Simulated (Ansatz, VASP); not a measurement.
## Sc: VASP beside Ansatz

```xyz
1
Lattice="-1.8139 1.8139 1.8139 1.8139 -1.8139 1.8139 1.8139 1.8139 -1.8139" Properties=species:S:1:pos:R:3 pbc="T T T"
Sc    0.0000    0.0000    0.0000
```

Change from the starting cell: volume scaled by 0.96.

Alike in both runs: task single point; functional PBE; k mesh 13 × 13 × 13; occupations fermi-dirac, width 0.05 eV; no spin polarisation.

|  | VASP | Ansatz |
| --- | --- | --- |
| version | VASP 6.6.1 | Ansatz 0.2.0 |
| potentials or method | VASP PAW PBE potentials, release 64 (Sc_sv), cutoff 500 eV | all-electron LAPW, scalar-relativistic |

VASP gave:

- pressure (GPa): 2.4

Problem. What did Ansatz give for the same quantities?

Solution. Pressure (GPa): 2.3.

Ansatz ran all-electron here, and VASP with PAW potentials.
